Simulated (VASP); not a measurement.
# Sr (P6/mmm) in VASP: relaxation of shape and atoms at fixed volume with PBE

Aim: the relaxation of shape and atoms at fixed volume of Sr with PBE.

Program: VASP 6.6.1. These are calculated values, not measurements. Logs are shortened: lines on timing, memory, paths and dates and some standing lists are left out, and cuts for length are marked.

## Step 1: The cell of the first run

It takes space group P6/mmm (No. 191, hexagonal). The conventional cell has a = 3.127 Å, b = 3.127 Å, c = 2.923 Å, α = 90.00°, β = 90.00°, γ = 120.00°. Within 3.8 Å of Sr (site symmetry 6/mmm) lie 8 Sr at 2.92 to 3.13 Å.

## Step 2: Relaxation of shape and atoms at fixed volume, PBE

The input, INCAR:

```
SYSTEM = Sr
  PREC = Accurate
  ENCUT = 600
  EDIFF = 1E-7
  ISMEAR = -1
  SIGMA = 0.05
  LREAL = .FALSE.
  LASPH = .TRUE.
  NELM = 100
  ALGO = Normal
  ISIF = 4
  LWAVE = .FALSE.
  LCHARG = .FALSE.
  GGA = PE
  IBRION = 2
  NSW = 50
  EDIFFG = -0.005
```

The input, KPOINTS:

```
regular mesh
0
G
  11 11 10
  0 0 0
```

The input, POSCAR:

```
Sr
1.0
    3.1270099842      0.0000000000      0.0000000000
   -1.5635049921      2.7080700842      0.0000000000
    0.0000000000      0.0000000000      2.9230015763
Sr
1
Direct
    0.0000000000      0.0000000000      0.0000000000
```

Potentials or basis: VASP PAW PBE potentials, release 64 (Sr_sv).

On the command line:

```console
> cat potpaw_PBE.64/Sr_sv/POTCAR > POTCAR
> mpirun -np 1 vasp_std > vasp.out
```

OUTCAR:

```text
SYSTEM = Sr
   PREC = Accurate
   ENCUT = 600
   EDIFF = 1E-7
   ISMEAR = -1
   LREAL = .FALSE.
   LASPH = .TRUE.
   NELM = 100
   ISIF = 4
   GGA = PE
   IBRION = 2
   NSW = 50
   EDIFFG = -0.005

 ion  position               nearest neighbor table
   1  0.000  0.000  0.000-

  LATTYP: Found a hexagonal cell.
 ALAT       =     3.1270099842
 C/A-ratio  =     0.9347592720

  Lattice vectors:

 A1 = (   3.1270099842,   0.0000000000,   0.0000000000)
 A2 = (  -1.5635049921,   2.7080700842,   0.0000000000)
 A3 = (   0.0000000000,   0.0000000000,   2.9230015763)

Analysis of symmetry for initial positions (statically):
=====================================================================
 Subroutine PRICEL returns:
 Original cell was already a primitive cell.

 Routine SETGRP: Setting up the symmetry group for a
 hexagonal supercell.

 Subroutine GETGRP returns: Found 24 space group operations
 (whereof 24 operations were pure point group operations)
 out of a pool of 24 trial point group operations.

The static configuration has the point symmetry D_6h.

Analysis of symmetry for dynamics (positions and initial velocities):
=====================================================================
 Subroutine PRICEL returns:
 Original cell was already a primitive cell.

 Routine SETGRP: Setting up the symmetry group for a
 hexagonal supercell.

 Subroutine GETGRP returns: Found 24 space group operations
 (whereof 24 operations were pure point group operations)
 out of a pool of 24 trial point group operations.

The dynamic configuration has the point symmetry D_6h.

 Subroutine INISYM returns: Found 24 space group operations
 (whereof 24 operations are pure point group operations),
 and found     1 'primitive' translations

----------------------------------------------------------------------------------------

                                     Primitive cell

  volume of cell :      24.7525

  direct lattice vectors                    reciprocal lattice vectors
     3.127009984  0.000000000  0.000000000     0.319794310  0.184633331  0.000000000
    -1.563504992  2.708070084  0.000000000     0.000000000  0.369266662  0.000000000
     0.000000000  0.000000000  2.923001576     0.000000000  0.000000000  0.342114082
[... 89 lines left out ...]
   ISYM   =      2    0-nonsym 1-usesym 2-fastsym
   POTIM  = 0.5000    time-step for ionic-motion
   TEBEG  =    0.0;   TEEND  =   0.0 temperature during run
   PSTRESS=    0.0 pullay stress
   NELECT =      10.0000    total number of electrons
   NUPDOWN=      -1.0000    fix difference up-down
   EMIN   =  10.00;   EMAX   =-10.00  energy-range for DOS
   EFERMI =   0.00;   METHOD = LEGACY
   ISMEAR =    -1;   SIGMA  =   0.05  broadening in eV -4-tet -1-fermi 0-gaus
   EFERMI_NEDOS =   21; number of points for ismear=-14 and -15
   IALGO  =     38    algorithm
   IMIX   =      4    mixing-type and parameters
     AMIX     =   0.40;   BMIX     =  1.00
     AMIX_MAG =   1.60;   BMIX_MAG =  1.00
  volume/ion in A,a.u.               =      24.75       167.04
  Fermi-wavevector in a.u.,A,eV,Ry     =   1.210232  2.287008 19.927941  1.464662
  Thomas-Fermi vector in A             =   2.345785
   LORBIT       =      0    0 simple, 1 ext, 2 COOP (PROOUT), +10 PAW based schemes
   GGA     = PE    functional components
   LHFCALC =     F    Hartree Fock is set to
   AEXX    =    0.0000 exact exchange contribution
   IVDW    =     0    specifies the selected vdW correction
   LEPSILON=     F    determine dielectric tensor
   LRPA    =     F    only Hartree local field effects (RPA)
 conjugate gradient relaxation of ions
 non-spin polarized calculation
  energy-cutoff  :      600.00
  volume of cell :       24.75
 maximum number of plane-waves:       851
 NGX is ok and might be reduce to    28
   NGX = 13   NGY = 13   NGZ = 11

--------------------------------------- Ionic step        1  -------------------------------------------

 number of electron      10.0000000 magnetization

 Free energy of the ion-electron system (eV)
  ---------------------------------------------------
  ext. energy  EPLUGINS =         0.00000000
  ---------------------------------------------------
  free energy    TOTEN  =         0.08657683 eV

  energy without entropy =        0.09138168  energy(sigma->0) =        0.08897926

------------------------ aborting loop because EDIFF is reached ----------------------------------------

  FORCE on cell =-STRESS in cart. coord.  units (eV):
  Direction    XX          YY          ZZ          XY          YZ          ZX
  --------------------------------------------------------------------------------------
  -------------------------------------------------------------------------------------
  Total        4.7300406      4.7300406      3.8838294      0.0000000      0.0000000      0.0000000
  in kB      306.1661898    306.1661898    251.3926138      0.0000000      0.0000000      0.0000000
  external PRESSURE =     287.9083311 kB  Pullay stress =       0.0000000 kB
[... 57 lines left out ...]
--------------------------------------- Ionic step        3  -------------------------------------------

 number of electron      10.0000000 magnetization

 Free energy of the ion-electron system (eV)
  ---------------------------------------------------
  ext. energy  EPLUGINS =         0.00000000
  ---------------------------------------------------
  free energy    TOTEN  =         0.07747056 eV

  energy without entropy =        0.08120841  energy(sigma->0) =        0.07933948

 E-fermi :   5.2749     XC(G=0): -10.2761

 val. band max:        5.2658012334   @ k =   0.0909   0.0000   0.5000
 cond. band min:       5.2953389683   @ k =   0.0000   0.0000   0.0000
 fundamental gap:      0.0295377349
 Fermi energy:         5.2748513809

 k-point     1 :       0.0000    0.0000    0.0000
  band No.  band energies     occupation
      1     -30.9901      2.00000
      2     -11.8564      2.00000
      3     -11.8564      2.00000
      4     -11.5149      2.00000
      5       1.3329      2.00000
      6       5.2953      0.79794
      7       8.1985      0.00000
      8       8.1985      0.00000
      9      14.9656      0.00000
[... 265 lines left out ...]
 k-point    24 :       0.1818    0.0909    0.1000
  band No.  band energies     occupation
      1     -30.7818      2.00000
      2     -12.9086      2.00000
      3     -12.1134      2.00000
      4     -11.7220      2.00000
      5       3.3669      2.00000
      6       6.1932      0.00000
      7       6.8148      0.00000
      8      10.2784      0.00000
      9      11.7688      0.00000

 [... further k-points ...]
[... 5 lines left out ...]
  --------------------------------------------------------------------------------------
  -------------------------------------------------------------------------------------
  Total        4.4077087      4.4077087      4.4100161      0.0000000      0.0000000      0.0000000
  in kB      285.3022821    285.3022821    285.4516367      0.0000000      0.0000000      0.0000000
  external PRESSURE =     285.3520670 kB  Pullay stress =       0.0000000 kB
[... 16 lines left out ...]
  FREE ENERGIE OF THE ION-ELECTRON SYSTEM (eV)
  ---------------------------------------------------
  free  energy   TOTEN  =         0.0774705595 eV

  energy  without entropy=        0.0812084062  energy(sigma->0) =        0.07933948

 reached required accuracy - stopping structural energy minimisation
```

It took 47 s on 1 thread of Intel Xeon Platinum 8124M at 3.00GHz (Skylake/Cascade Lake), shared host; peak memory 0.17 GiB.

What came out:

| Quantity | Value |
| --- | --- |
| Free energy | 0.0775 eV |
| Energy gained by relaxing | 9.1 meV/atom |
| Ionic steps | 3 |
| Pressure after relaxing | 28.5 GPa |
| Band gap on the k mesh | zero (band 5 reaches 5.83 eV, above the bottom of band 6 at 4.77 eV) |

Step by step:
```tsv
step	energy change (eV)	largest force (eV/Å)	pressure (GPa)	volume (Å³)
1	0.0000	0.0000	28.79	24.75
2	-0.0083	0.0000	28.44	24.75
3	-0.0091	0.0000	28.54	24.75
```

Final structure:
```
Sr
1.0
     3.16032    0.00000    0.00000
    -1.58016    2.73692    0.00000
     0.00000    0.00000    2.86170
Sr
1
Direct
  0.00000 0.00000 0.00000
```

Levels at points of the mesh, in eV from the Fermi level:
| k point | band 2 | band 3 | band 4 | band 5 | band 6 | band 7 | band 8 | band 9 |
| --- | --- | --- | --- | --- | --- | --- | --- | --- |
| (0.00, 0.00, 0.00) | -17.13 | -17.13 | -16.79 | -3.94 | 0.02 | 2.92 | 2.92 | 9.69 |
| (0.00, 0.00, 0.50) | -19.76 | -16.81 | -16.81 | -0.38 | 1.80 | 4.28 | 4.28 | 4.81 |
